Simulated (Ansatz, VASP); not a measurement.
## Two plane-wave programs on Ti

```
Ti
1.0
     2.95000    0.00000    0.00000
    -1.47500    2.55477    0.00000
     0.00000    0.00000    4.68000
Ti
2
Direct
  0.66667 0.33333 0.75000
  0.33333 0.66667 0.25000
```

Alike in both runs: task single point; functional PBE; k mesh 10 × 10 × 6; occupations gaussian, width 0.015 eV; no spin polarisation.

|  | VASP | Ansatz |
| --- | --- | --- |
| version | VASP 6.6.1 | Ansatz 0.2.0 |
| potentials or method | VASP PAW PBE potentials, release 64 (Ti_sv) | Ansatz PAW |
| plane-wave cutoff (eV) | 520 | 420 |
| valence electrons in the cell | 24 | 24 |

VASP gave:

```
gap on the k mesh at the Fermi level (eV)                     : none
pressure (GPa)                                                : -1.7
traceless stress, the component that is largest in VASP (GPa) : -0.19
```

Task: Estimate Ansatz's values.

Result: gap on the k mesh at the Fermi level (eV): none; pressure (GPa): -1.4; traceless stress, the component that is largest in VASP (GPa): -0.18.

A gap of «none» marks a metal or a gap that the smearing closes.
